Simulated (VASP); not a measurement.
A run of VASP 6.6.1 is set up as follows.

Contents of INCAR:

```
SYSTEM = TiC
  PREC = Accurate
  ENCUT = 600
  EDIFF = 1E-8
  ISMEAR = -1
  SIGMA = 0.05
  LREAL = .FALSE.
  LASPH = .TRUE.
  NELM = 80
  ALGO = Normal
  ISIF = 3
  LWAVE = .FALSE.
  LCHARG = .FALSE.
  GGA = PE
  NBANDS = 15
  IBRION = 6
  NFREE = 2
  POTIM = 0.015
  NSW = 1
```

KPOINTS

```
Automatic mesh
0
G
  8 8 8
  0 0 0
```

Contents of POSCAR:

```
TiC
1.0
    0.0000000000      2.1657188437      2.1657188437
    2.1657188437      0.0000000000      2.1657188437
    2.1657188437      2.1657188437      0.0000000000
Ti C
1 1
Direct
    0.0000000000      0.0000000000      0.0000000000
    0.5000000000      0.5000000000      0.5000000000
```

Potentials or basis: VASP PAW PBE potentials, release 64 (Ti_sv, C).

Run with:

```console
$ cat potpaw_PBE.64/Ti_sv/POTCAR potpaw_PBE.64/C/POTCAR > POTCAR
$ mpirun -np 1 vasp_std > vasp.out
```

(1) What does it give for the elastic constants C11, C12, C44?

(2) What does it give for the Voigt bulk modulus?

(3) What does it give for the highest phonon frequency at Γ, LO-TO splitting left out?

## Answers

(1) 503, 124, 171 GPa.

(2) 250 GPa.

(3) 530 cm⁻¹.
